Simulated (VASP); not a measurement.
A run of VASP 6.6.1 is set up as follows.

POSCAR

```
Ba
1.0
    0.0000000000      3.7941102712      3.7941102712
    3.7941102712      0.0000000000      3.7941102712
    3.7941102712      3.7941102712      0.0000000000
Ba
2
Direct
    0.0000000000      0.0000000000      0.0000000000
    0.2500000000      0.2500000000      0.2500000000
```

INCAR.step1

```
PREC = Accurate
ENCUT = 520
ISMEAR = 0
SIGMA = 0.1
LREAL = F
LASPH = T
NELM = 100
NBANDS = 17
GGA = PE
ALGO = Normal
EDIFF = 1E-4
LWAVE = T
LCHARG = F
```

File INCAR.step2:

```
PREC = Accurate
ENCUT = 520
EDIFF = 1E-7
ISMEAR = 0
SIGMA = 0.1
LREAL = F
LASPH = T
NELM = 100
ALGO = Normal
ISIF = 2
LWAVE = F
LCHARG = F
METAGGA = R2SCAN
LMIXTAU = T
NBANDS = 17
ISTART = 1
```

File KPOINTS:

```
regular mesh
0
Gamma
  5 5 5
```

Potentials or basis: VASP PAW PBE potentials, release 64 (Ba_sv).

Command:

```bash
$ cat potpaw_PBE.64/Ba_sv/POTCAR > POTCAR
$ cp INCAR.step1 INCAR
$ mpirun -np 1 vasp_std > vasp.out
$ cp INCAR.step2 INCAR
$ mpirun -np 1 vasp_std > vasp.out
```

Problem. Estimate the pressure.

Solution. 0.5 GPa.

Problem. Estimate the band gap on the k mesh.

Solution. Zero (bands 10 and 11 overlap by 0.17 eV).

Caveat: the PAW data sets were made with another functional, which shifts forces and pressure a little; spin-orbit coupling is left out, which moves the levels of the heavy elements.
